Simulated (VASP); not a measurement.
# SrO (P6_3/mmc) in VASP: further runs

Aim: see how the results for SrO move with the level of theory and the settings. Levels: PBE, r2SCAN. Tasks: single point.

Program: VASP 6.6.1. These are calculated values, not measurements. Logs are shortened: lines on timing, memory, paths and dates and some standing lists are left out, and cuts for length are marked.

### 1 The cell of the first run

Symmetry: P6_3/mmc, No. 194, hexagonal system. The conventional cell has a = 4.270 Å, b = 4.270 Å, c = 5.144 Å, α = 90.00°, β = 90.00°, γ = 120.00°. Sr (site symmetry -6m2) has 5 O at 2.47 to 2.57 Å within 3.3 Å. O (site symmetry -6m2) has 5 Sr at 2.47 to 2.57 Å within 3.3 Å.

### 2 Single point, PBE

INCAR reads:

```
PREC     = Accurate       # precision mode
ENCUT    = 520            # plane-wave cutoff, eV
EDIFF    = 1E-6           # SCF threshold, eV
ISMEAR   = 0              # smearing method
SIGMA    = 0.01           # smearing width, eV
LREAL    = False          # projectors in reciprocal space
LASPH    = True           # aspherical terms in the spheres
NELM     = 80             # most SCF steps
ALGO     = Normal         # electronic algorithm
ISIF     = 2              # what is computed and relaxed
LWAVE    = False          # write WAVECAR
LCHARG   = False          # write CHGCAR
GGA      = PE             # functional
NBANDS   = 24             # bands
```

KPOINTS reads:

```
regular mesh
0
Gamma
  6 6 4
```

POSCAR reads:

```
SrO
1.0
    4.2700252630      0.0000000000      0.0000000000
   -2.1350126315      3.6979503526      0.0000000000
    0.0000000000      0.0000000000      5.1444570048
Sr O
2 2
Direct
    0.3333333333      0.6666666667      0.2500000000
    0.6666666667      0.3333333333      0.7500000000
    0.6666666667      0.3333333333      0.2500000000
    0.3333333333      0.6666666667      0.7500000000
```

Potentials or basis: VASP PAW PBE potentials, release 64 (Sr_sv, O).

Started as:

```console
cat potpaw_PBE.64/Sr_sv/POTCAR potpaw_PBE.64/O/POTCAR > POTCAR
mpirun -np 1 vasp_std > vasp.out
```

OUTCAR:

```text
PREC = Accurate
   ENCUT = 520
   EDIFF = 1E-6
   ISMEAR = 0
   LREAL = False
   LASPH = True
   NELM = 80
   ISIF = 2
   GGA = PE

 ion  position               nearest neighbor table
   1  0.333  0.667  0.250-   3 2.47   3 2.47   3 2.47   4 2.57   4 2.57   2 3.56   2 3.56   2 3.56
                             2 3.56   2 3.56   2 3.56
   2  0.667  0.333  0.750-   4 2.47   4 2.47   4 2.47   3 2.57   3 2.57   1 3.56   1 3.56   1 3.56
                             1 3.56   1 3.56   1 3.56
   3  0.667  0.333  0.250-   1 2.47   1 2.47   1 2.47   2 2.57   2 2.57
   4  0.333  0.667  0.750-   2 2.47   2 2.47   2 2.47   1 2.57   1 2.57

  LATTYP: Found a hexagonal cell.
 ALAT       =     4.2700252630
 C/A-ratio  =     1.2047837397

  Lattice vectors:

 A1 = (   4.2700252630,   0.0000000000,   0.0000000000)
 A2 = (  -2.1350126315,   3.6979503526,   0.0000000000)
 A3 = (   0.0000000000,   0.0000000000,   5.1444570048)

Analysis of symmetry for initial positions (statically):
=====================================================================
 Subroutine PRICEL returns:
 Original cell was already a primitive cell.

 Routine SETGRP: Setting up the symmetry group for a
 hexagonal supercell.

 Subroutine GETGRP returns: Found 24 space group operations
 (whereof 12 operations were pure point group operations)
 out of a pool of 24 trial point group operations.

The static configuration has the point symmetry D_3d.
 The point group associated with its full space group is D_6h.

Analysis of symmetry for dynamics (positions and initial velocities):
=====================================================================
 Subroutine PRICEL returns:
 Original cell was already a primitive cell.

 Routine SETGRP: Setting up the symmetry group for a
 hexagonal supercell.

 Subroutine GETGRP returns: Found 24 space group operations
 (whereof 12 operations were pure point group operations)
 out of a pool of 24 trial point group operations.

The dynamic configuration has the point symmetry D_3d.
 The point group associated with its full space group is D_6h.

 Subroutine INISYM returns: Found 24 space group operations
 (whereof 12 operations are pure point group operations),
 and found     1 'primitive' translations

----------------------------------------------------------------------------------------

                                     Primitive cell

  volume of cell :      81.2327

  direct lattice vectors                    reciprocal lattice vectors
     4.270025263  0.000000000  0.000000000     0.234190652  0.135210036  0.000000000
    -2.135012631  3.697950353  0.000000000     0.000000000  0.270420072  0.000000000
     0.000000000  0.000000000  5.144457005     0.000000000  0.000000000  0.194383975

  length of vectors
     4.270025263  4.270025263  5.144457005     0.270420072  0.270420072  0.194383975

  position of ions in fractional coordinates (direct lattice)
     0.333333333  0.666666667  0.250000000
     0.666666667  0.333333333  0.750000000
     0.666666667  0.333333333  0.250000000
     0.333333333  0.666666667  0.750000000

  ion indices of the primitive-cell ions
   primitive index   ion index
                 1           1
                 2           2
                 3           3
                 4           4

----------------------------------------------------------------------------------------

 KPOINTS: regular mesh

Automatic generation of k-mesh.
 Grid dimensions read from file:
 generate k-points for:    6    6    4

 Generating k-lattice:

  Cartesian coordinates                     Fractional coordinates (reciprocal lattice)
     0.039031775  0.022535006  0.000000000     0.166666667 -0.000000000  0.000000000
     0.000000000  0.045070012  0.000000000     0.000000000  0.166666667  0.000000000
     0.000000000  0.000000000  0.048595994     0.000000000  0.000000000  0.250000000

  Length of vectors
     0.045070012  0.045070012  0.048595994

  Shift w.r.t. Gamma in fractional coordinates (k-lattice)
     0.000000000  0.000000000  0.000000000

 Subroutine IBZKPT returns following result:
 ===========================================

 Found     21 irreducible k-points:

 Following reciprocal coordinates:
            Coordinates               Weight
  0.000000  0.000000  0.000000      1.000000
  0.166667 -0.000000  0.000000      6.000000
  0.333333 -0.000000  0.000000      6.000000
  0.500000 -0.000000  0.000000      3.000000
  0.166667  0.166667  0.000000      6.000000
  0.333333  0.166667  0.000000     12.000000
[... 13 lines left out ...]
  0.333333  0.166667  0.500000     12.000000
  0.333333  0.333333  0.500000      2.000000
   k-points           NKPTS =     21   k-points in BZ     NKDIM =     21   number of bands    NBANDS=     24
   number of dos      NEDOS =    301   number of ions     NIONS =      4
   total plane-waves  NPLWV =  40960
   dimension x,y,z NGX =    32 NGY =   32 NGZ =   40
   dimension x,y,z NGXF=    64 NGYF=   64 NGZF=   80
   ions per type =               2   2
   NGX,Y,Z   is equivalent  to a cutoff of  12.46, 12.46, 12.93 a.u.
   NGXF,Y,Z  is equivalent  to a cutoff of  24.92, 24.92, 25.85 a.u.
 SYSTEM =  unknown system
   PREC   = accura    normal or accurate (medium, high low for compatibility)
   ISTART =      0    job   : 0-new  1-cont  2-samecut
   ICHARG =      2    charge: 1-file 2-atom 10-const
   ISPIN  =      1    spin polarized calculation?
   LNONCOLLINEAR =      F non collinear calculations
   LSORBIT =      F    spin-orbit coupling
   LASPH  =      T    aspherical Exc in radial PAW
   ENCUT  =  520.0 eV  38.22 Ry    6.18 a.u.   7.94  7.94  9.57*2*pi/ulx,y,z
   NELM   =     80;   NELMIN=  2; NELMDL= -5     # of ELM steps
   EDIFF  = 0.1E-05   stopping-criterion for ELM
   LREAL  =      F    real-space projection
[... 7 lines left out ...]
   TEBEG  =    0.0;   TEEND  =   0.0 temperature during run
   PSTRESS=    0.0 pullay stress
   NELECT =      32.0000    total number of electrons
   NUPDOWN=      -1.0000    fix difference up-down
   EMIN   =  10.00;   EMAX   =-10.00  energy-range for DOS
   EFERMI =   0.00;   METHOD = LEGACY
   ISMEAR =     0;   SIGMA  =   0.01  broadening in eV -4-tet -1-fermi 0-gaus
   EFERMI_NEDOS =   21; number of points for ismear=-14 and -15
   IALGO  =     38    algorithm
   IMIX   =      4    mixing-type and parameters
     AMIX     =   0.40;   BMIX     =  1.00
     AMIX_MAG =   1.60;   BMIX_MAG =  1.00
  volume/ion in A,a.u.               =      20.31       137.05
  Fermi-wavevector in a.u.,A,eV,Ry     =   1.200092  2.267845 19.595387  1.440220
  Thomas-Fermi vector in A             =   2.335937
   LORBIT       =      0    0 simple, 1 ext, 2 COOP (PROOUT), +10 PAW based schemes
   GGA     = PE    functional components
   LHFCALC =     F    Hartree Fock is set to
   AEXX    =    0.0000 exact exchange contribution
   IVDW    =     0    specifies the selected vdW correction
   LEPSILON=     F    determine dielectric tensor
   LRPA    =     F    only Hartree local field effects (RPA)
 non-spin polarized calculation
 Gauss-broadening in eV      SIGMA  =   0.01
  energy-cutoff  :      520.00
  volume of cell :       81.23
 maximum number of plane-waves:      2208
 NGX is ok and might be reduce to    32
   NGX = 15   NGY = 15   NGZ = 19

 number of electron      32.0000008 magnetization

 Free energy of the ion-electron system (eV)
  ---------------------------------------------------
  ext. energy  EPLUGINS =         0.00000000
  ---------------------------------------------------
  free energy    TOTEN  =       -23.89444107 eV

  energy without entropy =      -23.89444107  energy(sigma->0) =      -23.89444107

 E-fermi :   0.8960     XC(G=0):  -8.9596

 val. band max:        0.7839351126   @ k =   0.0000   0.0000   0.0000
 cond. band min:       3.4226150897   @ k =   0.0000   0.0000   0.0000
 fundamental gap:      2.6386799771
 Fermi energy:         0.8960031824

 k-point     1 :       0.0000    0.0000    0.0000
  band No.  band energies     occupation
      1     -31.6214      2.00000
      2     -31.4528      2.00000
      3     -14.2566      2.00000
      4     -14.2546      2.00000
      5     -14.1596      2.00000
      6     -13.7617      2.00000
[... 16 lines left out ...]
     23       9.3585      0.00000
     24       9.6646      0.00000

 k-point     2 :       0.1667   -0.0000    0.0000
  band No.  band energies     occupation
      1     -31.6070      2.00000
      2     -31.4583      2.00000
      3     -14.7259      2.00000
      4     -14.6479      2.00000
      5     -14.1045      2.00000
      6     -13.7988      2.00000
[... 16 lines left out ...]
     23       9.2540      0.00000
     24       9.2678      0.00000

 k-point     3 :       0.3333   -0.0000    0.0000
  band No.  band energies     occupation
      1     -31.5724      2.00000
      2     -31.4750      2.00000
      3     -15.1843      2.00000
      4     -15.0946      2.00000
      5     -13.9634      2.00000
      6     -13.8659      2.00000
[... 16 lines left out ...]
     23       9.0850      0.00000
     24       9.5233      0.00000

 k-point     4 :       0.5000   -0.0000    0.0000
  band No.  band energies     occupation
      1     -31.5472      2.00000
      2     -31.4912      2.00000
      3     -15.3522      2.00000
      4     -15.2619      2.00000
      5     -13.8970      2.00000
      6     -13.8512      2.00000
[... 16 lines left out ...]
     23       9.3534      0.00000
     24       9.5748      0.00000

 k-point     5 :       0.1667    0.1667    0.0000
  band No.  band energies     occupation
      1     -31.5822      2.00000
      2     -31.4697      2.00000
      3     -15.0766      2.00000
      4     -15.0039      2.00000
      5     -14.0047      2.00000
      6     -13.8725      2.00000
[... 16 lines left out ...]
     23       9.2434      0.00000
     24       9.6963      0.00000

 k-point     6 :       0.3333    0.1667    0.0000
  band No.  band energies     occupation
      1     -31.5473      2.00000
      2     -31.4911      2.00000
      3     -15.3238      2.00000
      4     -15.2638      2.00000
      5     -13.9581      2.00000
      6     -13.8521      2.00000
[... 16 lines left out ...]
     23       9.2597      0.00000
     24       9.5952      0.00000
[... 298 lines left out ...]
 k-point    18 :       0.5000   -0.0000    0.5000
  band No.  band energies     occupation
      1     -31.5175      2.00000
      2     -31.5175      2.00000
      3     -15.6945      2.00000
      4     -15.6945      2.00000
      5     -13.6844      2.00000
      6     -13.6844      2.00000
[... 16 lines left out ...]
     23       9.7861      0.00000
     24       9.7861      0.00000

 k-point    19 :       0.1667    0.1667    0.5000
  band No.  band energies     occupation
      1     -31.5246      2.00000
      2     -31.5246      2.00000
      3     -15.4792      2.00000
      4     -15.4792      2.00000
      5     -13.6766      2.00000
      6     -13.6766      2.00000
[... 16 lines left out ...]
     23       9.1941      0.00000
     24       9.1941      0.00000

 k-point    20 :       0.3333    0.1667    0.5000
  band No.  band energies     occupation
      1     -31.5175      2.00000
      2     -31.5175      2.00000
      3     -15.6858      2.00000
      4     -15.6858      2.00000
      5     -13.7304      2.00000
      6     -13.7304      2.00000
[... 16 lines left out ...]
     23       9.8763      0.00000
     24       9.8763      0.00000

 k-point    21 :       0.3333    0.3333    0.5000
  band No.  band energies     occupation
      1     -31.5152      2.00000
      2     -31.5152      2.00000
      3     -15.7402      2.00000
      4     -15.7402      2.00000
      5     -13.7814      2.00000
      6     -13.7814      2.00000
[... 16 lines left out ...]
     23      10.0245      0.00000
     24      10.0245      0.00000

------------------------ aborting loop because EDIFF is reached ----------------------------------------

  FORCE on cell =-STRESS in cart. coord.  units (eV):
  Direction    XX          YY          ZZ          XY          YZ          ZX
  --------------------------------------------------------------------------------------
  -------------------------------------------------------------------------------------
  Total        0.7964255      0.7964255      1.0277124      0.0000000      0.0000000      0.0000000
  in kB       15.7081368     15.7081368     20.2698775      0.0000000      0.0000000      0.0000000
  external PRESSURE =      17.2287171 kB  Pullay stress =       0.0000000 kB

 VOLUME and BASIS-vectors are now :
 -----------------------------------------------------------------------------
  energy-cutoff  :      520.00
  volume of cell :       81.23
      direct lattice vectors                 reciprocal lattice vectors
     4.270025263  0.000000000  0.000000000     0.234190652  0.135210036  0.000000000
    -2.135012631  3.697950353  0.000000000     0.000000000  0.270420072  0.000000000
     0.000000000  0.000000000  5.144457005     0.000000000  0.000000000  0.194383975

 POSITION                                       TOTAL-FORCE (eV/Angst)
 -----------------------------------------------------------------------------------
     -0.00000      2.46530      1.28611        -0.000000      0.000000      0.000000
      2.13501      1.23265      3.85834        -0.000000     -0.000000      0.000000
      2.13501      1.23265      1.28611         0.000000     -0.000000      0.000000
     -0.00000      2.46530      3.85834         0.000000      0.000000      0.000000
 -----------------------------------------------------------------------------------
    total drift:                               -0.000000     -0.000000     -0.000000

  FREE ENERGIE OF THE ION-ELECTRON SYSTEM (eV)
  ---------------------------------------------------
  free  energy   TOTEN  =       -23.8944410726 eV

  energy  without entropy=      -23.8944410726  energy(sigma->0) =      -23.89444107
```

Run time: 36 s. Hardware: 1 thread of Intel Xeon 8259CL, shared host; peak memory 0.21 GiB.

Results:

```
Free energy            : -23.8944 eV
Pressure               : 1.7 GPa
Band gap on the k mesh : 2.64 eV, direct
```

Stress tensor (GPa, compression positive):
```
1.57 0.00 0.00
0.00 1.57 0.00
0.00 0.00 2.03
```

### 3 Single point, r2SCAN

POSCAR is that of step 2.

INCAR.step1 reads:

```
SYSTEM = SrO
PREC = Accurate ; ENCUT = 520
ISMEAR = 0 ; SIGMA = 0.01
LREAL = .FALSE. ; LASPH = .TRUE.
NELM = 60 ; NBANDS = 24
GGA = PE ; ALGO = Normal
EDIFF = 1E-4 ; LWAVE = .TRUE.
LCHARG = .FALSE.
```

INCAR.step2 reads:

```
SYSTEM = SrO
PREC = Accurate ; ENCUT = 520
EDIFF = 1E-6 ; ISMEAR = 0
SIGMA = 0.01 ; LREAL = .FALSE.
LASPH = .TRUE. ; NELM = 60
ALGO = Normal ; ISIF = 2
LWAVE = .FALSE. ; LCHARG = .TRUE.
METAGGA = R2SCAN ; LMIXTAU = .TRUE.
LELF = .TRUE. ; LVHAR = .TRUE.
NBANDS = 24 ; ISTART = 1
```

KPOINTS reads:

```
Automatic mesh
0
G
  6 6 4
  0 0 0
```

Potentials or basis: VASP PAW PBE potentials, release 64 (Sr_sv, O).

Started as:

```console
cat potpaw_PBE.64/Sr_sv/POTCAR potpaw_PBE.64/O/POTCAR > POTCAR
cp INCAR.step1 INCAR
mpirun -np 1 vasp_std > vasp.out
cp INCAR.step2 INCAR
mpirun -np 1 vasp_std > vasp.out
```

It took 3.9 min on 1 thread of Intel Xeon 8259CL, shared host; peak memory 0.22 GiB.

Results (log left out):

| Quantity | Value |
| --- | --- |
| Free energy | -53.7638 eV |
| Pressure | 0.5 GPa |
| Band gap on the k mesh | 3.02 eV, direct |

Levels at points of the mesh, in eV from the valence-band top:
| k point | band 14 | band 15 | band 16 | band 17 | band 18 | band 19 |
| --- | --- | --- | --- | --- | --- | --- |
| (0.00, 0.00, 0.00) | -0.89 | -0.32 | 0.00 | 3.02 | 6.73 | 6.73 |
| (0.50, 0.00, 0.00) | -0.35 | -0.33 | -0.27 | 4.63 | 5.26 | 5.62 |
| (0.00, 0.00, 0.50) | -1.09 | -1.09 | -1.09 | 4.72 | 4.72 | 8.48 |
| (0.50, 0.00, 0.50) | -0.90 | -0.43 | -0.43 | 5.29 | 5.29 | 8.00 |

Caveat: the PAW data sets were made with another functional, which shifts forces and pressure a little. r2SCAN opens gaps a little over a GGA but as a rule still falls short of measured ones.

(Part 1 of 2 ends here.)
